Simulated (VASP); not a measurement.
Wanted: the native input for a VASP 6.6.1 run.

* Task: single point
* Functional: PBE
* Potentials or basis: VASP PAW PBE potentials, release 64 (W_sv, C)
* Cutoff: 520 eV
* k mesh: 3 × 3 × 1
* Occupations: fermi-dirac, width 0.1 eV
* Spin: no spin polarisation
* Dipole correction: no
* Further INCAR settings: LREAL = Auto; ALGO = Normal; EDIFF = 1e-06; NBANDS = 128

The structure of W12C13 lies in POSCAR:

```
W12C13
1.0
    5.7990000000      0.0000000000      0.0000000000
   -2.8995000000      5.0220810000      0.0000000000
    0.0000000000      0.0000000000     20.0755000000
W C
12 13
Direct
    0.0000000000      0.0000000000      0.0498120097
    0.0008611856      0.0006345975      0.1916850390
    0.0047254352      0.0007666145      0.3368262310
    0.0000000498      0.5000000996      0.0498120097
   -0.0001462635      0.5001572057      0.1905409081
   -0.0033779669      0.5034403069      0.3284239496
    0.5000000000      0.0000000000      0.0498120097
    0.5006194244     -0.0006614788      0.1924656422
    0.5038505746     -0.0038267005      0.3402892581
    0.5000000498      0.5000000996      0.0498120097
    0.4993177043      0.4991044549      0.1916793106
    0.4991577349      0.4952104516      0.3368233419
    0.3333333831      0.1666667662      0.1203009140
    0.3359116528      0.1638888341      0.2622007920
    0.3380091875      0.1620549330      0.3942806904
    0.3333333333      0.6666666667      0.1203009140
    0.3352531697      0.6689864222      0.2609269009
    0.3005503965      0.6421885669      0.4033602152
    0.8333333831      0.1666667662      0.1203009140
    0.8310254510      0.1647458494      0.2609377101
    0.8577066524      0.1993512251      0.4034406615
    0.8333333333      0.6666666667      0.1203009140
    0.8325877612      0.6672958879      0.2596370701
    0.8302124783      0.6697175932      0.3910942691
    1.0721729499      0.4278809920      0.4269985305
```

These files were run (other wordings do the same):

INCAR

```
SYSTEM = W12C13
  PREC = Accurate
  ENCUT = 520
  EDIFF = 1E-6
  ISMEAR = -1
  SIGMA = 0.1
  LREAL = Auto
  LASPH = .True.
  NELM = 60
  ALGO = Normal
  ISIF = 2
  LWAVE = .False.
  LCHARG = .False.
  GGA = PE
  NBANDS = 128
```

KPOINTS

```
regular mesh
0
Gamma
  3 3 1
  0 0 0
```

Potentials or basis: VASP PAW PBE potentials, release 64 (W_sv, C).

Launch:

```console
$ cat potpaw_PBE.64/W_sv/POTCAR potpaw_PBE.64/C/POTCAR > POTCAR
$ mpirun -np 1 vasp_std > vasp.out
```

It gave:

* Largest force: 0.879 eV/Å
* Band gap on the k mesh: zero (band 110 reaches 2.39 eV, above the bottom of band 111 at 1.80 eV)

Caveat: the k points lie up to 0.42 Å⁻¹ apart; spin-orbit coupling is left out, which moves the levels of the heavy elements.

It took 30 min on 1 thread of Intel Xeon 6975P-C, with other jobs on the host, peak memory 0.82 GiB.
